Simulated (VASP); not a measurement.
Runs of VASP 6.6.1 on SiO2 (Stishovite). The structure is that of space group P4_2/mnm (No. 136), or close to it. The cells are those of the table. 

```tsv
task	level	potentials or basis	cell	gap on the mesh (eV)	pressure (GPa)	largest force (eV/Å)
relaxation of the atoms	PBE	VASP PAW PBE potentials, release 64 (Si, O)	atoms relaxed from a = 4.139, b = 4.139, c = 2.647 Å, 6 atoms	6.03	19.8	-
single point	PBE	VASP PAW PBE potentials, release 64 (Si, O)	a = 4.167, b = 4.167, c = 2.664 Å, 6 atoms	5.69	12.8	(c)
electric field gradients	LDA	VASP PAW LDA potentials, release 64 (Si, O)	a = 4.167, b = 4.167, c = 2.664 Å, 6 atoms	5.69	-1.3	0.08
electric field gradients	PBEsol	VASP PAW PBE potentials, release 64 (Si, O)	a = 4.167, b = 4.167, c = 2.664 Å, 6 atoms	(b)	6.4	(a)
relaxation of the atoms	PBE	VASP PAW PBE potentials, release 64 (Si, O)	atoms relaxed from a = 4.082, b = 4.082, c = 2.610 Å, 6 atoms	6.77	36.5	-
electric field gradients	r2SCAN	VASP PAW PBE potentials, release 64 (Si, O)	a = 4.167, b = 4.167, c = 2.664 Å, 6 atoms	6.66	3.4	0.06
electric field gradients	PBE	VASP PAW PBE potentials, release 64 (Si, O)	a = 4.167, b = 4.167, c = 2.664 Å, 6 atoms	5.72	13.3	(d)
relaxation of the atoms	PBE	VASP PAW PBE potentials, release 64 (Si, O)	atoms relaxed from a = 4.194, b = 4.194, c = 2.682 Å, 6 atoms	5.35	6.4	-
```

Alike in all rows: no spin polarisation; k mesh 7 × 7 × 11; cutoff (eV) 520; smearing fermi-dirac 0.02 eV.

**Question.** Fill in the values left out.

**Answer.** (a) 0.01; (b) 5.66; (c) 0.02; (d) 0.19.

Caveats: the PAW data sets were made with another functional, which shifts forces and pressure a little (some runs).

A k mesh can miss the band edges.
